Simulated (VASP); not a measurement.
**AlGa3N4: single point with r2SCAN**

AlGa3N4:

```
Al Ga N
1.0
     0.00000   -4.46534    0.00000
     0.00000    0.00000   -4.46534
     9.43069    0.00000    0.00000
Al Ga N
2 6 8
Direct
  0.00000 0.00000 0.77070
  0.00000 0.00000 0.29721
  0.50000 0.00000 0.06046
  0.50000 0.00000 0.53396
  0.00000 0.50000 0.06046
  0.00000 0.50000 0.53396
  0.50000 0.50000 0.77070
  0.50000 0.50000 0.29721
  0.24465 0.75535 0.18137
  0.24465 0.75535 0.65486
  0.75535 0.24465 0.18137
  0.75535 0.24465 0.65486
  0.24465 0.24465 0.88654
  0.24465 0.24465 0.41305
  0.75535 0.75535 0.88654
  0.75535 0.75535 0.41305
```

This cell differs from its parent crystal: the distance across one plane changed.

| Quantity | Value |
| --- | --- |
| Program | VASP 6.6.1 |
| Task | single point |
| Functional | r2SCAN |
| Potentials or basis | VASP PAW PBE potentials, release 64 (Al, Ga_d, N) |
| Cutoff | 520 eV |
| k mesh | 5 × 5 × 3 |
| Occupations | gaussian, width 0.05 eV |
| Spin | no spin polarisation |
| Dipole correction | no |
| Further INCAR settings | LREAL = Auto; ALGO = Normal; EDIFF = 1e-07; NBANDS = 76 |

| Item | Value |
| --- | --- |
| Pressure | -5.7 GPa |
| Largest force | 4.089 eV/Å |
| Band gap on the k mesh | 0.84 eV (least direct gap 1.06 eV) |

Forces on the atoms (eV/Å):
```
Al   1.606  0.000  0.000
Al   0.570  0.000  0.000
Ga  -4.089  0.000  0.000
Ga   0.568  0.000  0.000
Ga  -4.089  0.000  0.000
Ga   0.568  0.000  0.000
Ga   1.640  0.000  0.000
Ga   0.620  0.000  0.000
N   -0.526  0.089 -0.089
N   -0.629  0.053 -0.053
N   -0.526 -0.089  0.089
N   -0.629 -0.053  0.053
N    3.118  0.003  0.003
N   -0.659  0.034  0.034
N    3.118 -0.003 -0.003
N   -0.659 -0.034 -0.034
```

Stress tensor (GPa, compression positive):
```
-13.55   0.00   0.00
  0.00  -1.76   0.34
  0.00   0.34  -1.76
```

Levels at points of the mesh, in eV from the valence-band top:
```csv
k point,band 60,band 61,band 62,band 63,band 64,band 65
"(0.00, 0.00, 0.00)",-1.46,-0.96,-0.22,0.84,1.56,2.75
```

Wall time 13 min on 1 thread of Intel(R) Xeon(R) 6975P-C (Granite Rapids), with other jobs on the host, peak memory 0.4 GiB.

Caveat: the cell differs from its parent crystal (the distance across one plane changed); the stress differs along the axes, from -14 to -2 GPa; the PAW data sets were made with another functional, which shifts forces and pressure a little. A k mesh can miss the band edges.
